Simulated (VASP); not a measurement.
# NbAgN2 (R-3m) in VASP: single point with r2SCAN

Aim: the single point of NbAgN2 with r2SCAN.

Everything below comes from runs of VASP 6.6.1. Logs are shortened: lines on timing, memory, paths and dates and some standing lists are left out, and cuts for length are marked.

### Step 1. The cell of the first run

The structure is trigonal, space group R-3m (No. 166). Conventional cell: a = 3.275 Å, b = 3.275 Å, c = 18.213 Å, α = 90.00°, β = 90.00°, γ = 120.00°. Nb (site symmetry -3m) has 6 N at 2.08 Å within 2.8 Å. Ag (site symmetry -3m) has 2 N at 2.17 Å within 2.9 Å. Within 2.8 Å of N (site symmetry 3m) lie 3 Nb at 2.08 Å and 1 Ag at 2.17 Å and 3 N at 2.57 Å.

### Step 2. Single point, r2SCAN

POSCAR

```
NbAgN2
1.0
    3.2754290000      0.0000000000      0.0000000000
   -1.6377140000      2.8366090000      0.0000000000
    0.0000000000     -1.8910690000      6.0711050000
Nb Ag N
1 1 2
Direct
    0.5000000000      0.0000000000      0.5000000000
    0.0000000000      0.0000000000      0.0000000000
    0.1190000000      0.2380000000      0.3570000000
    0.8810000000      0.7620000000      0.6430000000
```

INCAR.step1

```
SYSTEM = NbAgN2
ALGO     = Normal         ! electronic algorithm
EDIFF    = 1E-4           ! SCF threshold, eV
ENCUT    = 520            ! plane-wave cutoff, eV
GGA      = PE             ! functional
ISMEAR   = -1             ! smearing method
LASPH    = .TRUE.         ! aspherical terms in the spheres
LCHARG   = .FALSE.        ! write CHGCAR
LREAL    = .FALSE.        ! projectors in reciprocal space
LWAVE    = .TRUE.         ! write WAVECAR
NBANDS   = 25             ! bands
NELM     = 60             ! most SCF steps
PREC     = Accurate       ! precision mode
SIGMA    = 0.1            ! smearing width, eV
```

INCAR.step2

```
SYSTEM = NbAgN2
ALGO     = Normal         ! electronic algorithm
EDIFF    = 1E-6           ! SCF threshold, eV
ENCUT    = 520            ! plane-wave cutoff, eV
ISIF     = 2              ! what is computed and relaxed
ISMEAR   = -1             ! smearing method
ISTART   = 1            
LASPH    = .TRUE.         ! aspherical terms in the spheres
LCHARG   = .TRUE.         ! write CHGCAR
LELF     = .TRUE.         ! ELF
LMIXTAU  = .TRUE.       
LREAL    = .FALSE.        ! projectors in reciprocal space
LVHAR    = .TRUE.       
LWAVE    = .FALSE.        ! write WAVECAR
METAGGA  = R2SCAN         ! meta-GGA
NBANDS   = 25             ! bands
NELM     = 60             ! most SCF steps
PREC     = Accurate       ! precision mode
SIGMA    = 0.1            ! smearing width, eV
```

KPOINTS

```
k-points
0
G
  9 9 9
  0 0 0
```

Potentials or basis: VASP PAW PBE potentials, release 64 (Nb_sv, Ag, N).

The run is started by

```console
$ cat potpaw_PBE.64/Nb_sv/POTCAR potpaw_PBE.64/Ag/POTCAR potpaw_PBE.64/N/POTCAR > POTCAR
$ cp INCAR.step1 INCAR
$ mpirun -np 1 vasp_std > vasp.out
$ cp INCAR.step2 INCAR
$ mpirun -np 1 vasp_std > vasp.out
```

OUTCAR:

```text
SYSTEM = NbAgN2
   EDIFF = 1E-6
   ENCUT = 520
   ISIF = 2
   ISMEAR = -1
   ISTART = 1
   LASPH = .TRUE.
   LREAL = .FALSE.
   METAGGA = R2SCAN
   NELM = 60
   PREC = Accurate

 ion  position               nearest neighbor table
   1  0.500  0.000  0.500-   3 2.08   4 2.08   3 2.08   4 2.08   3 2.08   4 2.08
   2  0.000  0.000  0.000-   3 2.17   4 2.17
   3  0.119  0.238  0.357-   1 2.08   1 2.08   1 2.08   2 2.17
   4  0.881  0.762  0.643-   1 2.08   1 2.08   1 2.08   2 2.17

  LATTYP: Found a trigonal (rhomboedric) cell.
 ALAT       =     6.3588094706
 COS(alpha) =     0.8673351926

  Lattice vectors:

 A1 = (   0.0000000000,  -1.8910690000,   6.0711050000)
 A2 = (   1.6377150000,   0.9455400000,   6.0711050000)
 A3 = (  -1.6377140000,   0.9455400000,   6.0711050000)

Analysis of symmetry for initial positions (statically):
=====================================================================
 Subroutine PRICEL returns:
 Original cell was already a primitive cell.

 Routine SETGRP: Setting up the symmetry group for a
 trigonal (rhombohedral) supercell.

 Subroutine GETGRP returns: Found 12 space group operations
 (whereof 12 operations were pure point group operations)
 out of a pool of 12 trial point group operations.

The static configuration has the point symmetry D_3d.

Analysis of symmetry for dynamics (positions and initial velocities):
=====================================================================
 Subroutine PRICEL returns:
 Original cell was already a primitive cell.

 Routine SETGRP: Setting up the symmetry group for a
 trigonal (rhombohedral) supercell.

 Subroutine GETGRP returns: Found 12 space group operations
 (whereof 12 operations were pure point group operations)
 out of a pool of 12 trial point group operations.

The dynamic configuration has the point symmetry D_3d.

 Subroutine INISYM returns: Found 12 space group operations
 (whereof 12 operations are pure point group operations),
 and found     1 'primitive' translations

----------------------------------------------------------------------------------------

                                     Primitive cell

  volume of cell :      56.4073

  direct lattice vectors                    reciprocal lattice vectors
[... 86 lines left out ...]
   LNONCOLLINEAR =      F non collinear calculations
   LSORBIT =      F    spin-orbit coupling
   LASPH  =      T    aspherical Exc in radial PAW
   ENCUT  =  520.0 eV  38.22 Ry    6.18 a.u.   6.09  6.09 11.82*2*pi/ulx,y,z
   NELM   =     60;   NELMIN=  2; NELMDL=  0     # of ELM steps
   EDIFF  = 0.1E-05   stopping-criterion for ELM
   LREAL  =      F    real-space projection
   EDIFFG = 0.1E-04   stopping-criterion for IOM
   NSW    =      0    number of steps for IOM
   IBRION =     -1    ionic relax: 0-MD 1-quasi-New 2-CG
   NFREE  =      0    steps in history (QN), initial steepest desc. (CG)
   ISIF   =      2    stress and relaxation
   ISYM   =      2    0-nonsym 1-usesym 2-fastsym
   POTIM  = 0.5000    time-step for ionic-motion
   TEBEG  =    0.0;   TEEND  =   0.0 temperature during run
   PSTRESS=    0.0 pullay stress
   NELECT =      34.0000    total number of electrons
   NUPDOWN=      -1.0000    fix difference up-down
   EMIN   =  10.00;   EMAX   =-10.00  energy-range for DOS
   EFERMI =   0.00;   METHOD = LEGACY
   ISMEAR =    -1;   SIGMA  =   0.10  broadening in eV -4-tet -1-fermi 0-gaus
   EFERMI_NEDOS =   21; number of points for ismear=-14 and -15
   IALGO  =     38    algorithm
   IMIX   =      4    mixing-type and parameters
     AMIX     =   0.40;   BMIX     =  1.00
     AMIX_MAG =   1.60;   BMIX_MAG =  1.00
  volume/ion in A,a.u.               =      14.10        95.16
  Fermi-wavevector in a.u.,A,eV,Ry     =   1.382895  2.613293 26.019778  1.912400
  Thomas-Fermi vector in A             =   2.507544
   LORBIT       =      0    0 simple, 1 ext, 2 COOP (PROOUT), +10 PAW based schemes
   METAGGA = R2SCAN    functional components
   LHFCALC =     F    Hartree Fock is set to
   AEXX    =    0.0000 exact exchange contribution
   IVDW    =     0    specifies the selected vdW correction
   LEPSILON=     F    determine dielectric tensor
   LRPA    =     F    only Hartree local field effects (RPA)
 non-spin polarized calculation
  energy-cutoff  :      520.00
  volume of cell :       56.41
 maximum number of plane-waves:      1536
   NGX = 13   NGY = 13   NGZ = 23

 number of electron      34.0000002 magnetization

 Free energy of the ion-electron system (eV)
  ---------------------------------------------------
  ext. energy  EPLUGINS =         0.00000000
  ---------------------------------------------------
  free energy    TOTEN  =       -66.00627652 eV

  energy without entropy =      -66.00545602  energy(sigma->0) =      -66.00586627

 E-fermi :   7.1015     XC(G=0): -11.9586

 val. band max:        6.6778224654   @ k =   0.0000   0.0000   0.4444
 cond. band min:       7.5897249610   @ k =   0.3333   0.3333   0.1111
 fundamental gap:      0.9119024956
 Fermi energy:         7.1015336336

 k-point     1 :       0.0000    0.0000    0.0000
  band No.  band energies     occupation
      1     -50.8965      2.00000
      2     -26.2988      2.00000
      3     -25.9672      2.00000
      4     -25.9672      2.00000
      5      -9.4851      2.00000
      6      -6.5654      2.00000
[... 661 lines left out ...]
     24      14.7830      0.00000
     25      16.0077      0.00000

 [... further k-points ...]

------------------------ aborting loop because EDIFF is reached ----------------------------------------

  FORCE on cell =-STRESS in cart. coord.  units (eV):
  Direction    XX          YY          ZZ          XY          YZ          ZX
  --------------------------------------------------------------------------------------
  -------------------------------------------------------------------------------------
  Total       -1.3808774     -1.3808815      1.7717146     -0.0000002      0.0000011      0.0000001
  in kB      -39.2220496    -39.2221679     50.3232800     -0.0000069      0.0000304      0.0000028
  external PRESSURE =      -9.3736459 kB  Pullay stress =       0.0000000 kB

 VOLUME and BASIS-vectors are now :
 -----------------------------------------------------------------------------
  energy-cutoff  :      520.00
  volume of cell :       56.41
      direct lattice vectors                 reciprocal lattice vectors
     3.275429000  0.000000000  0.000000000     0.305303519  0.176266749  0.054904764
    -1.637714000  2.836609000  0.000000000     0.000000000  0.352533606  0.109809561
     0.000000000 -1.891069000  6.071105000     0.000000000  0.000000000  0.164714661

 POSITION                                       TOTAL-FORCE (eV/Angst)
 -----------------------------------------------------------------------------------
      1.63771     -0.94553      3.03555         0.000000      0.000000      0.000000
      0.00000      0.00000      0.00000         0.000000      0.000000      0.000000
      0.00000      0.00000      2.16738        -0.000000     -0.000002     -2.881237
      1.63771      0.94554      3.90372         0.000000      0.000002      2.881237
 -----------------------------------------------------------------------------------
    total drift:                                0.000000     -0.000000     -0.000000

  FREE ENERGIE OF THE ION-ELECTRON SYSTEM (eV)
  ---------------------------------------------------
  free  energy   TOTEN  =       -66.0062765225 eV

  energy  without entropy=      -66.0054560209  energy(sigma->0) =      -66.00586627
```

OUTCAR.step1:

```text
SYSTEM = NbAgN2
   EDIFF = 1E-4
   ENCUT = 520
   GGA = PE
   ISMEAR = -1
   LASPH = .TRUE.
[... 900 lines left out ...]
      0.00000      0.00000      0.00000        -0.000000      0.000000     -0.000000
      0.00000      0.00000      2.16738        -0.000000     -0.000002     -2.777089
      1.63771      0.94554      3.90372         0.000000      0.000002      2.777089
 -----------------------------------------------------------------------------------
    total drift:                                0.000000     -0.000000     -0.000000

  FREE ENERGIE OF THE ION-ELECTRON SYSTEM (eV)
  ---------------------------------------------------
  free  energy   TOTEN  =       -30.5126696358 eV

  energy  without entropy=      -30.5103019444  energy(sigma->0) =      -30.51148579
```

OSZICAR.step1:

```text
N       E                     dE             d eps       ncg     rms          rms(c)
DAV:   1     0.300192069151E+03    0.30019E+03   -0.17960E+04  4338   0.135E+03
DAV:   2    -0.164504329284E+02   -0.31664E+03   -0.29922E+03  5050   0.434E+02
DAV:   3    -0.384391272281E+02   -0.21989E+02   -0.21626E+02  6918   0.998E+01
DAV:   4    -0.392874371179E+02   -0.84831E+00   -0.84596E+00  6116   0.178E+01
DAV:   5    -0.393143585094E+02   -0.26921E-01   -0.26914E-01  6466   0.242E+00    0.191E+01
DAV:   6    -0.309895986693E+02    0.83248E+01   -0.27626E+01  5912   0.462E+01    0.852E+00
DAV:   7    -0.305759141865E+02    0.41368E+00   -0.36525E+00  5350   0.170E+01    0.520E+00
DAV:   8    -0.305214594069E+02    0.54455E-01   -0.44084E-01  6856   0.598E+00    0.172E+00
DAV:   9    -0.305138542572E+02    0.76051E-02   -0.62950E-02  5470   0.228E+00    0.637E-01
DAV:  10    -0.305125131382E+02    0.13411E-02   -0.90880E-03  6150   0.843E-01    0.261E-01
DAV:  11    -0.305126779862E+02   -0.16485E-03   -0.17410E-03  6032   0.316E-01    0.580E-02
DAV:  12    -0.305126696358E+02    0.83504E-05   -0.14650E-04  2959   0.130E-01
   1 F= -.30512670E+02 E0= -.30511486E+02  d E =-.236769E-02
```

Run time: 3.6 min. Hardware: 1 thread of Intel Xeon Platinum 8124M at 3.00GHz (Skylake/Cascade Lake), shared host; peak memory 0.26 GiB.

Results:

* Free energy: -66.0063 eV
* Pressure: -0.9 GPa
* Largest force: 2.881 eV/Å
* Band gap on the k mesh: 0.91 eV (least direct gap 1.18 eV)

Forces on the atoms (eV/Å):
```
Nb   0.000  0.000  0.000
Ag   0.000  0.000  0.000
N    0.000  0.000 -2.881
N    0.000  0.000  2.881
```

Levels at points of the mesh, in eV from the valence-band top:
| k point | band 14 | band 15 | band 16 | band 17 | band 18 | band 19 | band 20 | band 21 |
| --- | --- | --- | --- | --- | --- | --- | --- | --- |
| (0.00, 0.00, 0.00) | -3.19 | -1.94 | -0.42 | -0.42 | 1.21 | 1.21 | 1.85 | 4.39 |

Caveat: the PAW data sets were made with another functional, which shifts forces and pressure a little; an odd mesh through Γ misses points on the zone boundary, where band edges can lie.
